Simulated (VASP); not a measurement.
Runs of VASP 6.6.1 on RbCl. The structure is cubic, space group Fm-3m (No. 225). Conventional cell: a = 6.611 Å, b = 6.611 Å, c = 6.611 Å, α = 90.00°, β = 90.00°, γ = 90.00°. Rb (site symmetry m-3m) has 6 Cl at 3.31 Å within 4.3 Å. Cl (site symmetry m-3m) has 6 Rb at 3.31 Å within 4.3 Å. 

```tsv
task	level	potentials or basis	k mesh	cutoff (eV)	grid for exact exchange (PRECFOCK)	screening parameter	GW scheme	GW iterations	cutoff of the response function	gap on the mesh (eV)	pressure (GPa)
single point	PBE	VASP PAW PBE potentials, release 64 (Rb_sv, Cl)	6 × 6 × 6	500	-	-	-	-	-	4.95	0.6
single point	HSE06	VASP PAW PBE potentials, release 64 (Rb_sv, Cl)	4 × 4 × 4	400	Normal	0.2079 1/Å	-	-	-	6.25	(b)
single point	r2SCAN	VASP PAW PBE potentials, release 64 (Rb_sv, Cl)	4 × 4 × 4	550	-	-	-	-	-	5.56	(a)
single point	PBE	VASP PAW PBE potentials, release 64 (Rb_sv, Cl)	4 × 4 × 4	500	-	-	-	-	-	4.95	0.6
single point	LDA	VASP PAW LDA potentials, release 64 (Rb_sv, Cl)	4 × 4 × 4	500	-	-	-	-	-	4.52	-1.8
```

Alike in all rows: no spin polarisation; cell a = 4.675 Å, angles 60.0°, 2 atoms; smearing gaussian 0.01 eV.

Estimate the missing entries.

(a) 0.0; (b) 0.3.

Caveats: the PAW data sets were made with another functional, which shifts forces and pressure a little (some runs).

A k mesh can miss the band edges, and the runs leave out spin-orbit coupling on Rb.
